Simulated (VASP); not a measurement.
# Pb (P6_3/mmc) in VASP: notebook

Runs on Pb. Level: PBE. Tasks: density of states.

Everything below comes from runs of VASP 6.6.1. Logs are shortened: lines on timing, memory, paths and dates and some standing lists are left out, and cuts for length are marked.

## 1. The cell of the first run

The structure is hexagonal, space group P6_3/mmc (No. 194). Conventional cell: a = 3.235 Å, b = 3.235 Å, c = 10.567 Å, α = 90.00°, β = 90.00°, γ = 120.00°. Within 4.3 Å of Pb (site symmetry -3m) lie 12 Pb at 3.24 Å. Pb (site symmetry -6m2) has 12 Pb at 3.24 Å within 4.3 Å.

## 2. Density of states, PBE (volume scaled by 0.75)

The input, POSCAR:

```
Pb
1.0
    3.2350877831      0.0000000000      0.0000000000
   -1.6175438915      2.8016682036      0.0000000000
    0.0000000000      0.0000000000     10.5667559322
Pb
4
Direct
    0.0000000000      0.0000000000      0.0000000000
    0.0000000000      0.0000000000      0.5000000000
    0.3333333333      0.6666666667      0.2500000000
    0.6666666667      0.3333333333      0.7500000000
```

The input, INCAR.step1:

```
ALGO = Normal
EDIFF = 1E-6
ENCUT = 520
GGA = PE
ISIF = 2
ISMEAR = -1
LASPH = T
LCHARG = T
LREAL = F
LWAVE = F
NBANDS = 36
NELM = 100
PREC = Accurate
SIGMA = 0.1
```

The input, KPOINTS.step1:

```
k-points
0
Gamma
  10 10 3
```

The input, INCAR.step2:

```
ALGO = Normal
EDIFF = 1E-6
ENCUT = 520
GGA = PE
ICHARG = 11
ISIF = 2
ISMEAR = -5
LASPH = T
LCHARG = F
LORBIT = 10
LREAL = F
LWAVE = F
NBANDS = 36
NEDOS = 2001
NELM = 100
PREC = Accurate
SIGMA = 0.1
```

The input, KPOINTS.step2:

```
k-points
0
Gamma
  15 15 5
```

Potentials or basis: VASP PAW PBE potentials, release 64 (Pb_d).

Launch:

```sh
> cat potpaw_PBE.64/Pb_d/POTCAR > POTCAR
> cp INCAR.step1 INCAR
> cp KPOINTS.step1 KPOINTS
> mpirun -np 1 vasp_std > vasp.out
> cp INCAR.step2 INCAR
> cp KPOINTS.step2 KPOINTS
> mpirun -np 1 vasp_std > vasp.out
```

OUTCAR:

```text
EDIFF = 1E-6
   ENCUT = 520
   GGA = PE
   ICHARG = 11
   ISIF = 2
   ISMEAR = -5
   LASPH = T
   LORBIT = 10
   LREAL = F
   NELM = 100
   PREC = Accurate

 ion  position               nearest neighbor table
   1  0.000  0.000  0.000-   3 3.24   4 3.24   3 3.24   4 3.24   4 3.24   3 3.24
   2  0.000  0.000  0.500-   3 3.24   4 3.24   3 3.24   4 3.24   4 3.24   3 3.24
   3  0.333  0.667  0.250-   1 3.24   2 3.24   1 3.24   2 3.24   1 3.24   2 3.24
   4  0.667  0.333  0.750-   1 3.24   2 3.24   1 3.24   2 3.24   1 3.24   2 3.24

  LATTYP: Found a hexagonal cell.
 ALAT       =     3.2350877831
 C/A-ratio  =     3.2662965090

  Lattice vectors:

 A1 = (   3.2350877831,   0.0000000000,   0.0000000000)
 A2 = (  -1.6175438915,   2.8016682036,   0.0000000000)
 A3 = (   0.0000000000,   0.0000000000,  10.5667559322)

Analysis of symmetry for initial positions (statically):
=====================================================================
 Subroutine PRICEL returns:
 Original cell was already a primitive cell.

 Routine SETGRP: Setting up the symmetry group for a
 hexagonal supercell.

 Subroutine GETGRP returns: Found 24 space group operations
 (whereof 12 operations were pure point group operations)
 out of a pool of 24 trial point group operations.

The static configuration has the point symmetry D_3d.
 The point group associated with its full space group is D_6h.

Analysis of symmetry for dynamics (positions and initial velocities):
=====================================================================
 Subroutine PRICEL returns:
 Original cell was already a primitive cell.

 Routine SETGRP: Setting up the symmetry group for a
 hexagonal supercell.

 Subroutine GETGRP returns: Found 24 space group operations
 (whereof 12 operations were pure point group operations)
 out of a pool of 24 trial point group operations.

The dynamic configuration has the point symmetry D_3d.
 The point group associated with its full space group is D_6h.

 Subroutine INISYM returns: Found 24 space group operations
 (whereof 12 operations are pure point group operations),
 and found     1 'primitive' translations

----------------------------------------------------------------------------------------

                                     Primitive cell

  volume of cell :      95.7733

  direct lattice vectors                    reciprocal lattice vectors
     3.235087783  0.000000000  0.000000000     0.309110623  0.178465101  0.000000000
    -1.617543891  2.801668204  0.000000000     0.000000000  0.356930203  0.000000000
     0.000000000  0.000000000 10.566755932     0.000000000  0.000000000  0.094636425

  length of vectors
     3.235087783  3.235087783 10.566755932     0.356930203  0.356930203  0.094636425

  position of ions in fractional coordinates (direct lattice)
     0.000000000  0.000000000  0.000000000
     0.000000000  0.000000000  0.500000000
     0.333333333  0.666666667  0.250000000
     0.666666667  0.333333333  0.750000000

  ion indices of the primitive-cell ions
   primitive index   ion index
                 1           1
                 2           2
                 3           3
                 4           4

----------------------------------------------------------------------------------------

 KPOINTS: k-points

Automatic generation of k-mesh.
 Grid dimensions read from file:
 generate k-points for:   15   15    5

 Generating k-lattice:

  Cartesian coordinates                     Fractional coordinates (reciprocal lattice)
     0.020607375  0.011897673  0.000000000     0.066666667  0.000000000  0.000000000
     0.000000000  0.023795347  0.000000000     0.000000000  0.066666667  0.000000000
     0.000000000  0.000000000  0.018927285     0.000000000  0.000000000  0.200000000

  Length of vectors
     0.023795347  0.023795347  0.018927285

  Shift w.r.t. Gamma in fractional coordinates (k-lattice)
     0.000000000  0.000000000  0.000000000

 TETIRR: Found   1034 inequivalent tetrahedra from     6750

 Subroutine IBZKPT returns following result:
 ===========================================

 Found     81 irreducible k-points:

 Following reciprocal coordinates:
            Coordinates               Weight
  0.000000  0.000000  0.000000      1.000000
  0.066667  0.000000  0.000000      6.000000
  0.133333 -0.000000  0.000000      6.000000
  0.200000  0.000000  0.000000      6.000000
  0.266667 -0.000000  0.000000      6.000000
  0.333333 -0.000000  0.000000      6.000000
[... 16 lines left out ...]
  0.333333  0.200000  0.000000     12.000000
  0.400000  0.200000  0.000000      6.000000
 [... further k-points ...]
   k-points           NKPTS =     81   k-points in BZ     NKDIM =     81   number of bands    NBANDS=     36
   number of dos      NEDOS =   2001   number of ions     NIONS =      4
   total plane-waves  NPLWV =  46080
   dimension x,y,z NGX =    24 NGY =   24 NGZ =   80
   dimension x,y,z NGXF=    48 NGYF=   48 NGZF=  160
   ions per type =               4
   NGX,Y,Z   is equivalent  to a cutoff of  12.33, 12.33, 12.59 a.u.
   NGXF,Y,Z  is equivalent  to a cutoff of  24.67, 24.67, 25.17 a.u.
 SYSTEM =  unknown system
   PREC   = accura    normal or accurate (medium, high low for compatibility)
   ISTART =      0    job   : 0-new  1-cont  2-samecut
   ICHARG =     11    charge: 1-file 2-atom 10-const
   ISPIN  =      1    spin polarized calculation?
   LNONCOLLINEAR =      F non collinear calculations
   LSORBIT =      F    spin-orbit coupling
   LASPH  =      T    aspherical Exc in radial PAW
   ENCUT  =  520.0 eV  38.22 Ry    6.18 a.u.   6.02  6.02 19.65*2*pi/ulx,y,z
   NELM   =    100;   NELMIN=  2; NELMDL=  0     # of ELM steps
   EDIFF  = 0.1E-05   stopping-criterion for ELM
   LREAL  =      F    real-space projection
   EDIFFG = 0.1E-04   stopping-criterion for IOM
   NSW    =      0    number of steps for IOM
   IBRION =     -1    ionic relax: 0-MD 1-quasi-New 2-CG
   NFREE  =      0    steps in history (QN), initial steepest desc. (CG)
   ISIF   =      2    stress and relaxation
   ISYM   =      2    0-nonsym 1-usesym 2-fastsym
   POTIM  = 0.5000    time-step for ionic-motion
   TEBEG  =    0.0;   TEEND  =   0.0 temperature during run
   PSTRESS=    0.0 pullay stress
   NELECT =      56.0000    total number of electrons
   NUPDOWN=      -1.0000    fix difference up-down
   EMIN   =  10.00;   EMAX   =-10.00  energy-range for DOS
   EFERMI =   0.00;   METHOD = LEGACY
   ISMEAR =    -5;   SIGMA  =   0.10  broadening in eV -4-tet -1-fermi 0-gaus
   EFERMI_NEDOS =   21; number of points for ismear=-14 and -15
   IALGO  =     38    algorithm
   IMIX   =      4    mixing-type and parameters
     AMIX     =   0.40;   BMIX     =  1.00
     AMIX_MAG =   1.60;   BMIX_MAG =  1.00
  volume/ion in A,a.u.               =      23.94       161.58
  Fermi-wavevector in a.u.,A,eV,Ry     =   1.368956  2.586951 25.497854  1.874039
  Thomas-Fermi vector in A             =   2.494874
   LORBIT       =     10    0 simple, 1 ext, 2 COOP (PROOUT), +10 PAW based schemes
   GGA     = PE    functional components
   LHFCALC =     F    Hartree Fock is set to
   AEXX    =    0.0000 exact exchange contribution
   IVDW    =     0    specifies the selected vdW correction
   LEPSILON=     F    determine dielectric tensor
   LRPA    =     F    only Hartree local field effects (RPA)
 non-spin polarized calculation
 Fermi weights with tetrahedron method with Bloechl corrections
  energy-cutoff  :      520.00
  volume of cell :       95.77
 maximum number of plane-waves:      2622

 number of electron      55.9999994 magnetization

 Free energy of the ion-electron system (eV)
  ---------------------------------------------------
  ext. energy  EPLUGINS =         0.00000000
  ---------------------------------------------------
  free energy    TOTEN  =       -12.48741505 eV

  energy without entropy =      -12.48741505  energy(sigma->0) =      -12.48741505

 E-fermi :  10.3584     XC(G=0): -11.3763

 val. band max:       10.3728055749   @ k =   0.2667   0.0667   0.2000
 cond. band min:      10.1866964719   @ k =   0.3333   0.3333   0.2000
 fundamental gap:     -0.1861091030
 Fermi energy:        10.3583734252

 k-point     1 :       0.0000    0.0000    0.0000
  band No.  band energies     occupation
      1      -7.2456      2.00000
      2      -7.1693      2.00000
      3      -7.1488      2.00000
      4      -7.1102      2.00000
      5      -7.0996      2.00000
      6      -7.0996      2.00000
[... 28 lines left out ...]
     35      19.6236      0.00000
     36      19.6889      0.00000

 k-point     2 :       0.0667    0.0000    0.0000
  band No.  band energies     occupation
      1      -7.2309      2.00000
      2      -7.1691      2.00000
      3      -7.1416      2.00000
      4      -7.1084      2.00000
      5      -7.1035      2.00000
      6      -7.0988      2.00000
[... 28 lines left out ...]
     35      19.3866      0.00000
     36      19.4218      0.00000

 k-point     3 :       0.1333   -0.0000    0.0000
  band No.  band energies     occupation
      1      -7.2156      2.00000
      2      -7.1774      2.00000
      3      -7.1464      2.00000
      4      -7.1035      2.00000
      5      -7.0963      2.00000
      6      -7.0913      2.00000
[... 28 lines left out ...]
     35      18.8945      0.00000
     36      18.9062      0.00000
[... 742 lines left out ...]
 k-point    23 :       0.3333    0.2000    0.0000
  band No.  band energies     occupation
      1      -7.2744      2.00000
      2      -7.2630      2.00000
      3      -7.1708      2.00000
      4      -7.1694      2.00000
      5      -7.1102      2.00000
      6      -7.1029      2.00000
[... 28 lines left out ...]
     35      14.7505      0.00000
     36      15.5855      0.00000

 k-point    24 :       0.4000    0.2000    0.0000
  band No.  band energies     occupation
      1      -7.2840      2.00000
      2      -7.2674      2.00000
      3      -7.1723      2.00000
      4      -7.1682      2.00000
      5      -7.1244      2.00000
      6      -7.1135      2.00000
[... 28 lines left out ...]
     35      14.7897      0.00000
     36      15.8818      0.00000

 [... further k-points ...]

------------------------ aborting loop because EDIFF is reached ----------------------------------------

  FORCE on cell =-STRESS in cart. coord.  units (eV):
  Direction    XX          YY          ZZ          XY          YZ          ZX
  --------------------------------------------------------------------------------------
  -------------------------------------------------------------------------------------
  Total       13.8128069     13.8128069     13.7279987      0.0000000      0.0000000      0.0000000
  in kB      231.0724007    231.0724007    229.6536566      0.0000000      0.0000000      0.0000000
  external PRESSURE =     230.5994860 kB  Pullay stress =       0.0000000 kB

 VOLUME and BASIS-vectors are now :
 -----------------------------------------------------------------------------
  energy-cutoff  :      520.00
  volume of cell :       95.77
      direct lattice vectors                 reciprocal lattice vectors
     3.235087783  0.000000000  0.000000000     0.309110623  0.178465101  0.000000000
    -1.617543891  2.801668204  0.000000000     0.000000000  0.356930203  0.000000000
     0.000000000  0.000000000 10.566755932     0.000000000  0.000000000  0.094636425

 POSITION                                       TOTAL-FORCE (eV/Angst)
 -----------------------------------------------------------------------------------
      0.00000      0.00000      0.00000         0.000000      0.000000     -0.000000
      0.00000      0.00000      5.28338         0.000000      0.000000     -0.000000
     -0.00000      1.86778      2.64169        -0.000000      0.000000      0.000000
      1.61754      0.93389      7.92507         0.000000      0.000000     -0.000000
 -----------------------------------------------------------------------------------
    total drift:                               -0.000000      0.000000      0.000000

  FREE ENERGIE OF THE ION-ELECTRON SYSTEM (eV)
  ---------------------------------------------------
  free  energy   TOTEN  =       -12.4874150533 eV

  energy  without entropy=      -12.4874150533  energy(sigma->0) =      -12.48741505

 total charge

# of ion       s       p       d       tot
------------------------------------------
    1        1.398   0.893   9.830  12.120
    2        1.398   0.893   9.830  12.120
    3        1.404   0.878   9.831  12.114
    4        1.404   0.878   9.831  12.114
--------------------------------------------------
tot          5.604   3.542  39.322  48.468
```

Wall time 2.9 min (1 thread of Intel Xeon Platinum 8488C (Sapphire Rapids), shared host); peak memory 0.33 GiB.

Results:

- Valence electrons inside the program's atomic spheres: Pb 12.12, 12.11

Levels at points of the mesh, in eV from the Fermi level:
```csv
k point,band 26,band 27,band 28,band 29,band 30,band 31
"(0.00, 0.00, 0.00)",1.10,1.10,6.90,6.90,8.00,8.00
```

Caveat: the cell differs from its parent crystal (volume scaled by 0.75); spin-orbit coupling is left out, which moves the levels of the heavy elements; tetrahedron occupations give inexact forces and stress in metals.

## 3. Density of states, PBE (volume scaled by 0.95)

The input, POSCAR:

```
Pb
1.0
    3.5103130401      0.0000000000      0.0000000000
   -1.7551565201      3.0400202680      0.0000000000
    0.0000000000      0.0000000000     11.3680104113
Pb
4
Direct
    0.0000000000      0.0000000000      0.0000000000
    0.0000000000      0.0000000000      0.5000000000
    0.3333333333      0.6666666667      0.2500000000
    0.6666666667      0.3333333333      0.7500000000
```

The input, INCAR.step1:

```
SYSTEM = Pb
  ALGO = Normal
  EDIFF = 1E-7
  ENCUT = 520
  GGA = PE
  ISIF = 2
  ISMEAR = -1
  LASPH = .True.
  LCHARG = .True.
  LREAL = .False.
  LWAVE = .False.
  NBANDS = 36
  NELM = 100
  PREC = Accurate
  SIGMA = 0.1
```

The input, KPOINTS.step1:

```
k-points
0
Gamma
  10 10 3
  0 0 0
```

The input, INCAR.step2:

```
SYSTEM = Pb
  ALGO = Normal
  EDIFF = 1E-7
  ENCUT = 520
  GGA = PE
  ICHARG = 11
  ISIF = 2
  ISMEAR = -5
  LASPH = .True.
  LCHARG = .False.
  LORBIT = 11
  LREAL = .False.
  LWAVE = .False.
  NBANDS = 36
  NEDOS = 2001
  NELM = 100
  PREC = Accurate
  SIGMA = 0.1
```

The input, KPOINTS.step2:

```
k-points
0
Gamma
  15 15 5
  0 0 0
```

Potentials or basis: VASP PAW PBE potentials, release 64 (Pb_d).

Launch:

```sh
> cat potpaw_PBE.64/Pb_d/POTCAR > POTCAR
> cp INCAR.step1 INCAR
> cp KPOINTS.step1 KPOINTS
> mpirun -np 1 vasp_std > vasp.out
> cp INCAR.step2 INCAR
> cp KPOINTS.step2 KPOINTS
> mpirun -np 1 vasp_std > vasp.out
```

Run time: 4.8 min. Hardware: 1 thread of Intel Xeon Platinum 8488C (Sapphire Rapids), shared host; peak memory 0.4 GiB.

The run converged. Its results:

| Item | Value |
| --- | --- |
| Valence electrons inside the program's atomic spheres | Pb 11.96 |

Levels at points of the mesh, in eV from the Fermi level:
```csv
k point,band 25,band 26,band 27,band 28,band 29,band 30,band 31,band 32
"(0.00, 0.00, 0.00)",-4.22,0.81,0.81,5.44,5.44,6.25,6.25,6.30
```

Caveat: the cell differs from its parent crystal (volume scaled by 0.95); spin-orbit coupling is left out, which moves the levels of the heavy elements; tetrahedron occupations give inexact forces and stress in metals.

## 4. Density of states, PBE

This run uses another cell than the first one, of 31.92 Å³/atom, 1.333 times its volume.

The input, POSCAR:

```
Pb
1.0
    3.5733815866      0.0000000000      0.0000000000
   -1.7866907933      3.0946392314      0.0000000000
    0.0000000000      0.0000000000     11.5476539746
Pb
4
Direct
    0.0000000000      0.0000000000      0.0000000000
    0.0000000000      0.0000000000      0.5000000000
    0.3333333333      0.6666666667      0.2500000000
    0.6666666667      0.3333333333      0.7500000000
```

The input, INCAR.step1:

```
SYSTEM = Pb
ALGO     = Normal         ! electronic algorithm
EDIFF    = 1E-6           ! SCF threshold, eV
ENCUT    = 520            ! plane-wave cutoff, eV
GGA      = PE             ! functional
ISIF     = 2              ! what is computed and relaxed
ISMEAR   = -1             ! smearing method
LASPH    = .True.         ! aspherical terms in the spheres
LCHARG   = .True.         ! write CHGCAR
LREAL    = .False.        ! projectors in reciprocal space
LWAVE    = .False.        ! write WAVECAR
NBANDS   = 36             ! bands
NELM     = 80             ! most SCF steps
PREC     = Accurate       ! precision mode
SIGMA    = 0.1            ! smearing width, eV
```

KPOINTS.step1 is that of step 3.

The input, INCAR.step2:

```
SYSTEM = Pb
ALGO     = Normal         ! electronic algorithm
EDIFF    = 1E-6           ! SCF threshold, eV
ENCUT    = 520            ! plane-wave cutoff, eV
GGA      = PE             ! functional
ICHARG   = 11             ! starting density
ISIF     = 2              ! what is computed and relaxed
ISMEAR   = -5             ! smearing method
LASPH    = .True.         ! aspherical terms in the spheres
LCHARG   = .False.        ! write CHGCAR
LORBIT   = 10             ! projections on sites
LREAL    = .False.        ! projectors in reciprocal space
LWAVE    = .False.        ! write WAVECAR
NBANDS   = 36             ! bands
NEDOS    = 1001           ! points of the DOS
NELM     = 80             ! most SCF steps
PREC     = Accurate       ! precision mode
SIGMA    = 0.1            ! smearing width, eV
```

KPOINTS.step2 is that of step 3.

Launch:

```sh
> cat potpaw_PBE.64/Pb_d/POTCAR > POTCAR
> cp INCAR.step1 INCAR
> cp KPOINTS.step1 KPOINTS
> mpirun -np 1 vasp_std > vasp.out
> cp INCAR.step2 INCAR
> cp KPOINTS.step2 KPOINTS
> mpirun -np 1 vasp_std > vasp.out
```

Run time: 4.5 min. Hardware: 1 thread of Intel Xeon Platinum 8488C (Sapphire Rapids), shared host; peak memory 0.41 GiB.

Results (log left out):

```
Valence electrons inside the program's atomic spheres : Pb 11.93
```

Levels at points of the mesh, in eV from the Fermi level:
| k point | band 25 | band 26 | band 27 | band 28 | band 29 | band 30 | band 31 | band 32 |
| --- | --- | --- | --- | --- | --- | --- | --- | --- |
| (0.00, 0.00, 0.00) | -3.97 | 0.75 | 0.75 | 5.14 | 5.14 | 5.90 | 5.90 | 5.95 |

Caveat: spin-orbit coupling is left out, which moves the levels of the heavy elements; tetrahedron occupations give inexact forces and stress in metals.
